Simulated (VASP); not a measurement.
# PbO (F-43m) in VASP: a series of runs

Aim: see how the results for PbO move with the level of theory and the settings. Levels: LDA, PBE, r2SCAN. Tasks: single point.

Everything below comes from runs of VASP 6.6.1. Logs are shortened: lines on timing, memory, paths and dates and some standing lists are left out, and cuts for length are marked.

## (1) The cell of the first run

Symmetry: F-43m, No. 216, cubic system. Conventional cell: a = 5.598 Å, b = 5.598 Å, c = 5.598 Å, α = 90.00°, β = 90.00°, γ = 90.00°. Pb (site symmetry -43m) has 4 O at 2.42 Å within 3.2 Å. Within 3.2 Å of O (site symmetry -43m) lie 4 Pb at 2.42 Å.

## (2) Single point, LDA

INCAR

```
SYSTEM = PbO
  PREC = Accurate
  ENCUT = 520
  EDIFF = 1E-7
  ISMEAR = 0
  SIGMA = 0.01
  LREAL = .False.
  LASPH = .True.
  NELM = 100
  ALGO = Normal
  ISIF = 2
  LWAVE = .False.
  LCHARG = .False.
  NBANDS = 17
```

KPOINTS

```
Automatic mesh
0
Gamma
  8 8 8
  0 0 0
```

POSCAR

```
PbO
1.0
    0.0000000000      2.7987768028      2.7987768028
    2.7987768028      0.0000000000      2.7987768028
    2.7987768028      2.7987768028      0.0000000000
Pb O
1 1
Direct
    0.0000000000      0.0000000000      0.0000000000
    0.2500000000      0.2500000000      0.2500000000
```

Potentials or basis: VASP PAW LDA potentials, release 64 (Pb_d, O).

Run with:

```console
$ cat potpaw_LDA.64/Pb_d/POTCAR potpaw_LDA.64/O/POTCAR > POTCAR
$ mpirun -np 1 vasp_std > vasp.out
```

OUTCAR:

```text
SYSTEM = PbO
   PREC = Accurate
   ENCUT = 520
   EDIFF = 1E-7
   ISMEAR = 0
   LREAL = .False.
   LASPH = .True.
   NELM = 100
   ISIF = 2

 ion  position               nearest neighbor table
   1  0.000  0.000  0.000-   2 2.42   2 2.42   2 2.42   2 2.42
   2  0.250  0.250  0.250-   1 2.42   1 2.42   1 2.42   1 2.42

  LATTYP: Found a face centered cubic cell.
 ALAT       =     5.5975536056

  Lattice vectors:

 A1 = (   0.0000000000,   2.7987768028,   2.7987768028)
 A2 = (   2.7987768028,   0.0000000000,   2.7987768028)
 A3 = (   2.7987768028,   2.7987768028,   0.0000000000)

Analysis of symmetry for initial positions (statically):
=====================================================================
 Subroutine PRICEL returns:
 Original cell was already a primitive cell.

 Routine SETGRP: Setting up the symmetry group for a
 face centered cubic supercell.

 Subroutine GETGRP returns: Found 24 space group operations
 (whereof 24 operations were pure point group operations)
 out of a pool of 48 trial point group operations.

The static configuration has the point symmetry T_d .

Analysis of symmetry for dynamics (positions and initial velocities):
=====================================================================
 Subroutine PRICEL returns:
 Original cell was already a primitive cell.

 Routine SETGRP: Setting up the symmetry group for a
 face centered cubic supercell.

 Subroutine GETGRP returns: Found 24 space group operations
 (whereof 24 operations were pure point group operations)
 out of a pool of 48 trial point group operations.

The dynamic configuration has the point symmetry T_d .

 Subroutine INISYM returns: Found 24 space group operations
 (whereof 24 operations are pure point group operations),
 and found     1 'primitive' translations

----------------------------------------------------------------------------------------

                                     Primitive cell

  volume of cell :      43.8465

  direct lattice vectors                    reciprocal lattice vectors
     0.000000000  2.798776803  2.798776803    -0.178649473  0.178649473  0.178649473
     2.798776803  0.000000000  2.798776803     0.178649473 -0.178649473  0.178649473
     2.798776803  2.798776803  0.000000000     0.178649473  0.178649473 -0.178649473

  length of vectors
     3.958068113  3.958068113  3.958068113     0.309429963  0.309429963  0.309429963

  position of ions in fractional coordinates (direct lattice)
     0.000000000  0.000000000  0.000000000
     0.250000000  0.250000000  0.250000000

  ion indices of the primitive-cell ions
   primitive index   ion index
                 1           1
                 2           2

----------------------------------------------------------------------------------------

 KPOINTS: Automatic mesh

Automatic generation of k-mesh.
 Grid dimensions read from file:
 generate k-points for:    8    8    8

 Generating k-lattice:

  Cartesian coordinates                     Fractional coordinates (reciprocal lattice)
    -0.022331184  0.022331184  0.022331184     0.125000000  0.000000000  0.000000000
     0.022331184 -0.022331184  0.022331184     0.000000000  0.125000000  0.000000000
     0.022331184  0.022331184 -0.022331184     0.000000000  0.000000000  0.125000000

  Length of vectors
     0.038678745  0.038678745  0.038678745

  Shift w.r.t. Gamma in fractional coordinates (k-lattice)
     0.000000000  0.000000000  0.000000000

 Subroutine IBZKPT returns following result:
 ===========================================

 Found     29 irreducible k-points:

 Following reciprocal coordinates:
            Coordinates               Weight
  0.000000  0.000000  0.000000      1.000000
  0.125000  0.000000  0.000000      8.000000
  0.250000  0.000000  0.000000      8.000000
  0.375000  0.000000  0.000000      8.000000
  0.500000  0.000000  0.000000      4.000000
  0.125000  0.125000  0.000000      6.000000
[... 16 lines left out ...]
  0.500000  0.250000  0.125000     48.000000
 -0.375000  0.250000  0.125000     24.000000
 [... further k-points ...]
   k-points           NKPTS =     29   k-points in BZ     NKDIM =     29   number of bands    NBANDS=     17
   number of dos      NEDOS =    301   number of ions     NIONS =      2
   total plane-waves  NPLWV =  27000
   dimension x,y,z NGX =    30 NGY =   30 NGZ =   30
   dimension x,y,z NGXF=    60 NGYF=   60 NGZF=   60
   ions per type =               1   1
   NGX,Y,Z   is equivalent  to a cutoff of  12.60, 12.60, 12.60 a.u.
   NGXF,Y,Z  is equivalent  to a cutoff of  25.20, 25.20, 25.20 a.u.
 SYSTEM =  PbO
   PREC   = accura    normal or accurate (medium, high low for compatibility)
   ISTART =      0    job   : 0-new  1-cont  2-samecut
   ICHARG =      2    charge: 1-file 2-atom 10-const
   ISPIN  =      1    spin polarized calculation?
   LNONCOLLINEAR =      F non collinear calculations
   LSORBIT =      F    spin-orbit coupling
   LASPH  =      T    aspherical Exc in radial PAW
   ENCUT  =  520.0 eV  38.22 Ry    6.18 a.u.   7.36  7.36  7.36*2*pi/ulx,y,z
   NELM   =    100;   NELMIN=  2; NELMDL= -5     # of ELM steps
   EDIFF  = 0.1E-06   stopping-criterion for ELM
   LREAL  =      F    real-space projection
   EDIFFG = 0.1E-05   stopping-criterion for IOM
   NSW    =      0    number of steps for IOM
   IBRION =     -1    ionic relax: 0-MD 1-quasi-New 2-CG
   NFREE  =      0    steps in history (QN), initial steepest desc. (CG)
   ISIF   =      2    stress and relaxation
   ISYM   =      2    0-nonsym 1-usesym 2-fastsym
   POTIM  = 0.5000    time-step for ionic-motion
   TEBEG  =    0.0;   TEEND  =   0.0 temperature during run
   PSTRESS=    0.0 pullay stress
   NELECT =      20.0000    total number of electrons
   NUPDOWN=      -1.0000    fix difference up-down
   EMIN   =  10.00;   EMAX   =-10.00  energy-range for DOS
   EFERMI =   0.00;   METHOD = LEGACY
   ISMEAR =     0;   SIGMA  =   0.01  broadening in eV -4-tet -1-fermi 0-gaus
   EFERMI_NEDOS =   21; number of points for ismear=-14 and -15
   IALGO  =     38    algorithm
   IMIX   =      4    mixing-type and parameters
     AMIX     =   0.40;   BMIX     =  1.00
     AMIX_MAG =   1.60;   BMIX_MAG =  1.00
  volume/ion in A,a.u.               =      21.92       147.95
[... 26 lines left out ...]

 E-fermi :   4.4093     XC(G=0):  -9.8218

 val. band max:        4.3526661296   @ k =  -0.2500   0.5000   0.2500
 cond. band min:       4.6809308241   @ k =   0.5000   0.5000   0.0000
 fundamental gap:      0.3282646945
 Fermi energy:         4.4093060614

 k-point     1 :       0.0000    0.0000    0.0000
  band No.  band energies     occupation
      1     -13.0503      2.00000
      2     -11.9616      2.00000
      3     -11.9616      2.00000
      4     -11.9616      2.00000
      5     -11.8529      2.00000
      6     -11.8529      2.00000
[... 9 lines left out ...]
     16      16.3224      0.00000
     17      16.3224      0.00000

 k-point     2 :       0.1250    0.0000    0.0000
  band No.  band energies     occupation
      1     -13.0818      2.00000
      2     -11.9519      2.00000
      3     -11.9519      2.00000
      4     -11.8526      2.00000
      5     -11.8526      2.00000
      6     -11.8511      2.00000
[... 9 lines left out ...]
     16      15.9530      0.00000
     17      15.9530      0.00000

 k-point     3 :       0.2500    0.0000    0.0000
  band No.  band energies     occupation
      1     -13.1512      2.00000
      2     -11.9356      2.00000
      3     -11.9356      2.00000
      4     -11.8449      2.00000
      5     -11.8449      2.00000
      6     -11.5744      2.00000
[... 9 lines left out ...]
     16      15.6718      0.00000
     17      16.7967      0.00000

 k-point     4 :       0.3750    0.0000    0.0000
  band No.  band energies     occupation
      1     -13.2143      2.00000
      2     -11.9305      2.00000
      3     -11.9305      2.00000
      4     -11.8254      2.00000
      5     -11.8254      2.00000
      6     -11.2746      2.00000
[... 9 lines left out ...]
     16      15.8584      0.00000
     17      17.2161      0.00000

 k-point     5 :       0.5000    0.0000    0.0000
  band No.  band energies     occupation
      1     -13.2393      2.00000
      2     -11.9311      2.00000
      3     -11.9311      2.00000
      4     -11.8146      2.00000
      5     -11.8146      2.00000
      6     -11.1412      2.00000
[... 9 lines left out ...]
     16      16.0613      0.00000
     17      16.9561      0.00000

 k-point     6 :       0.1250    0.1250    0.0000
  band No.  band energies     occupation
      1     -13.0914      2.00000
      2     -11.9418      2.00000
      3     -11.9418      2.00000
      4     -11.8653      2.00000
      5     -11.8462      2.00000
      6     -11.8229      2.00000
[... 9 lines left out ...]
     16      17.0320      0.00000
     17      17.0320      0.00000

 k-point     7 :       0.2500    0.1250    0.0000
  band No.  band energies     occupation
      1     -13.1456      2.00000
      2     -11.9280      2.00000
      3     -11.9220      2.00000
      4     -11.8671      2.00000
      5     -11.8372      2.00000
      6     -11.6069      2.00000
[... 9 lines left out ...]
     16      17.0370      0.00000
     17      17.4132      0.00000

 k-point     8 :       0.3750    0.1250    0.0000
  band No.  band energies     occupation
      1     -13.2066      2.00000
      2     -11.9253      2.00000
      3     -11.9135      2.00000
      4     -11.8536      2.00000
      5     -11.8211      2.00000
      6     -11.3081      2.00000
[... 9 lines left out ...]
     16      16.8035      0.00000
     17      17.9620      0.00000
[... 203 lines left out ...]
      1     -13.2718      2.00000
      2     -11.9147      2.00000
      3     -11.8437      2.00000
      4     -11.8356      2.00000
      5     -11.8111      2.00000
      6     -11.0013      2.00000
[... 9 lines left out ...]
     16      19.2034      0.00000
     17      19.7280      0.00000

 k-point    20 :      -0.3750    0.3750    0.0000
  band No.  band energies     occupation
      1     -13.2699      2.00000
      2     -11.9100      2.00000
      3     -11.8610      2.00000
      4     -11.8438      2.00000
      5     -11.8249      2.00000
      6     -10.9391      2.00000
[... 9 lines left out ...]
     16      17.9862      0.00000
     17      18.8130      0.00000

 k-point    21 :       0.5000    0.5000    0.0000
  band No.  band energies     occupation
      1     -13.2816      2.00000
      2     -11.9231      2.00000
      3     -11.8216      2.00000
      4     -11.8216      2.00000
      5     -11.8077      2.00000
      6     -10.9865      2.00000
[... 9 lines left out ...]
     16      19.8082      0.00000
     17      20.4904      0.00000

 k-point    22 :       0.3750    0.2500    0.1250
  band No.  band energies     occupation
      1     -13.1929      2.00000
      2     -11.9154      2.00000
      3     -11.9023      2.00000
      4     -11.8703      2.00000
      5     -11.8292      2.00000
      6     -11.3816      2.00000
[... 9 lines left out ...]
     16      16.8726      0.00000
     17      18.3387      0.00000

 k-point    23 :       0.5000    0.2500    0.1250
  band No.  band energies     occupation
      1     -13.2357      2.00000
      2     -11.9197      2.00000
      3     -11.8913      2.00000
      4     -11.8556      2.00000
      5     -11.8231      2.00000
      6     -11.1305      2.00000
[... 9 lines left out ...]
     16      16.9348      0.00000
     17      18.6721      0.00000

 k-point    24 :      -0.3750    0.2500    0.1250
  band No.  band energies     occupation
      1     -13.2524      2.00000
      2     -11.9234      2.00000
      3     -11.8894      2.00000
      4     -11.8450      2.00000
      5     -11.8211      2.00000
      6     -11.0197      2.00000
[... 9 lines left out ...]
     16      17.2132      0.00000
     17      18.6889      0.00000

 [... further k-points ...]

------------------------ aborting loop because EDIFF is reached ----------------------------------------

  FORCE on cell =-STRESS in cart. coord.  units (eV):
  Direction    XX          YY          ZZ          XY          YZ          ZX
  --------------------------------------------------------------------------------------
  -------------------------------------------------------------------------------------
  Total       -0.8596513     -0.8596513     -0.8596513      0.0000000      0.0000000      0.0000000
  in kB      -31.4121820    -31.4121820    -31.4121820      0.0000000      0.0000000      0.0000000
  external PRESSURE =     -31.4121820 kB  Pullay stress =       0.0000000 kB

 VOLUME and BASIS-vectors are now :
 -----------------------------------------------------------------------------
  energy-cutoff  :      520.00
  volume of cell :       43.85
      direct lattice vectors                 reciprocal lattice vectors
     0.000000000  2.798776803  2.798776803    -0.178649473  0.178649473  0.178649473
     2.798776803  0.000000000  2.798776803     0.178649473 -0.178649473  0.178649473
     2.798776803  2.798776803  0.000000000     0.178649473  0.178649473 -0.178649473

 POSITION                                       TOTAL-FORCE (eV/Angst)
 -----------------------------------------------------------------------------------
      0.00000      0.00000      0.00000         0.000000      0.000000      0.000000
      1.39939      1.39939      1.39939        -0.000000     -0.000000     -0.000000
 -----------------------------------------------------------------------------------
    total drift:                                0.000000      0.000000      0.000000

  FREE ENERGIE OF THE ION-ELECTRON SYSTEM (eV)
  ---------------------------------------------------
  free  energy   TOTEN  =       -11.6412783002 eV

  energy  without entropy=      -11.6412783002  energy(sigma->0) =      -11.64127830
```

It took 46 s on 1 thread of AMD EPYC 7R13, shared host; peak memory 0.13 GiB.

What came out:

```
Free energy            : -11.6413 eV
Pressure               : -3.1 GPa
Band gap on the k mesh : 0.33 eV (least direct gap 0.52 eV)
```

Levels at points of the mesh, in eV from the valence-band top:
| k point | band 7 | band 8 | band 9 | band 10 | band 11 | band 12 | band 13 | band 14 |
| --- | --- | --- | --- | --- | --- | --- | --- | --- |
| (0.00, 0.00, 0.00) | -6.82 | -2.30 | -2.30 | -2.30 | 5.17 | 5.17 | 5.17 | 8.01 |
| (0.50, 0.00, 0.00) | -7.92 | -2.78 | -2.78 | -2.26 | 2.35 | 5.38 | 5.38 | 8.59 |
| (0.50, 0.50, 0.00) | -7.91 | -3.57 | -3.57 | -0.19 | 0.33 | 5.79 | 5.79 | 6.18 |

Caveat: the cell stands under tension; the structure was generated, so it needn't be the stable form of PbO; spin-orbit coupling is left out, which moves the levels of the heavy elements.

## (3) Single point, PBE

This run uses another cell than the first one, of 22.71 Å³/atom.

INCAR

```
PREC     = Accurate       # precision mode
ENCUT    = 520            # plane-wave cutoff, eV
EDIFF    = 1E-6           # SCF threshold, eV
ISMEAR   = -1             # smearing method
SIGMA    = 0.02           # smearing width, eV
LREAL    = False          # projectors in reciprocal space
LASPH    = True           # aspherical terms in the spheres
NELM     = 100            # most SCF steps
ALGO     = Normal         # electronic algorithm
ISIF     = 2              # what is computed and relaxed
LWAVE    = False          # write WAVECAR
LCHARG   = False          # write CHGCAR
GGA      = PE             # functional
NBANDS   = 17             # bands
```

KPOINTS

```
regular mesh
0
Gamma
  8 8 8
```

POSCAR

```
PbO
1.0
    0.0000000000      2.8317425422      2.8317425422
    2.8317425422      0.0000000000      2.8317425422
    2.8317425422      2.8317425422      0.0000000000
Pb O
1 1
Direct
    0.0000000000      0.0000000000      0.0000000000
    0.2500000000      0.2500000000      0.2500000000
```

Potentials or basis: VASP PAW PBE potentials, release 64 (Pb_d, O).

Run with:

```console
$ cat potpaw_PBE.64/Pb_d/POTCAR potpaw_PBE.64/O/POTCAR > POTCAR
$ mpirun -np 1 vasp_std > vasp.out
```

Run time: 47 s. Hardware: 1 thread of AMD EPYC 7R13, shared host; peak memory 0.15 GiB.

Results (log left out):

```yaml
Free_energy: -10.3551 eV
Pressure: 0.0 GPa
Band_gap_on_the_k_mesh: 0.52 eV (least direct gap 0.70 eV)
```

Levels at points of the mesh, in eV from the valence-band top:
```csv
k point,band 8,band 9,band 10,band 11,band 12,band 13
"(0.00, 0.00, 0.00)",-2.12,-2.12,-2.12,5.18,5.18,5.18
"(0.50, 0.00, 0.00)",-2.57,-2.57,-2.14,2.45,5.38,5.38
"(0.50, 0.50, 0.00)",-3.31,-3.31,-0.18,0.52,5.76,5.76
```

Caveat: the structure was generated, so it needn't be the stable form of PbO; spin-orbit coupling is left out, which moves the levels of the heavy elements. A k mesh can miss the band edges.

## (4) Single point, r2SCAN

POSCAR

```
PbO
1.0
    0.0000000000      2.7987768028      2.7987768028
    2.7987768028      0.0000000000      2.7987768028
    2.7987768028      2.7987768028      0.0000000000
Pb O
1 1
Direct
    0.0000000000      0.0000000000      0.0000000000
    0.2500000000      0.2500000000      0.2500000000
```

INCAR.step1

```
SYSTEM = PbO
PREC = Accurate
ENCUT = 520
ISMEAR = -1
SIGMA = 0.02
LREAL = .FALSE.
LASPH = .TRUE.
NELM = 100
NBANDS = 17
GGA = PE
ALGO = Normal
EDIFF = 1E-4
LWAVE = .TRUE.
LCHARG = .FALSE.
```

INCAR.step2

```
SYSTEM = PbO
PREC = Accurate
ENCUT = 520
EDIFF = 1E-7
ISMEAR = -1
SIGMA = 0.02
LREAL = .FALSE.
LASPH = .TRUE.
NELM = 100
ALGO = Normal
ISIF = 2
LWAVE = .FALSE.
LCHARG = .FALSE.
METAGGA = R2SCAN
LMIXTAU = .TRUE.
NBANDS = 17
ISTART = 1
```

KPOINTS

```
Automatic mesh
0
G
  8 8 8
  0 0 0
```

Run with:

```console
$ cat potpaw_PBE.64/Pb_d/POTCAR potpaw_PBE.64/O/POTCAR > POTCAR
$ cp INCAR.step1 INCAR
$ mpirun -np 1 vasp_std > vasp.out
$ cp INCAR.step2 INCAR
$ mpirun -np 1 vasp_std > vasp.out
```

It took 3.5 min on 1 thread of AMD EPYC 7R13, shared host; peak memory 0.15 GiB.

The run converged. Its results:

| Quantity | Value |
| --- | --- |
| Free energy | -64.1667 eV |
| Pressure | 0.3 GPa |
| Band gap on the k mesh | 0.61 eV (least direct gap 0.79 eV) |

Levels at points of the mesh, in eV from the valence-band top:
```csv
k point,band 8,band 9,band 10,band 11,band 12,band 13
"(0.00, 0.00, 0.00)",-2.41,-2.41,-2.41,5.62,5.62,5.62
"(0.50, 0.00, 0.00)",-2.89,-2.89,-2.24,2.60,5.82,5.82
"(0.50, 0.50, 0.00)",-3.67,-3.67,-0.19,0.61,6.25,6.25
```

Caveat: the structure was generated, so it needn't be the stable form of PbO; the PAW data sets were made with another functional, which shifts forces and pressure a little; spin-orbit coupling is left out, which moves the levels of the heavy elements. A k mesh can miss the band edges.

## (5) Overview

| level | potentials or basis | cell | smearing | gap on the mesh (eV) | pressure (GPa) |
| --- | --- | --- | --- | --- | --- |
| LDA | VASP PAW LDA potentials, release 64 (Pb_d, O) | a = 3.958 Å, angles 60.0°, 2 atoms | gaussian 0.01 eV | 0.33 | -3.1 |
| PBE | VASP PAW PBE potentials, release 64 (Pb_d, O) | a = 4.005 Å, angles 60.0°, 2 atoms | fermi-dirac 0.02 eV | 0.52 | 0.0 |
| r2SCAN | VASP PAW PBE potentials, release 64 (Pb_d, O) | a = 3.958 Å, angles 60.0°, 2 atoms | fermi-dirac 0.02 eV | 0.61 | 0.3 |

Alike in all rows: task single point; no spin polarisation; k mesh 8 × 8 × 8; cutoff (eV) 520.

Caveats: the structure was generated, so it needn't be the stable form of PbO; spin-orbit coupling is left out, which moves the levels of the heavy elements; the cell stands under tension (at least some runs); the PAW data sets were made with another functional, which shifts forces and pressure a little (at least some runs).

Total energies depend on the potentials used, so only differences within one code and one set of settings carry meaning.
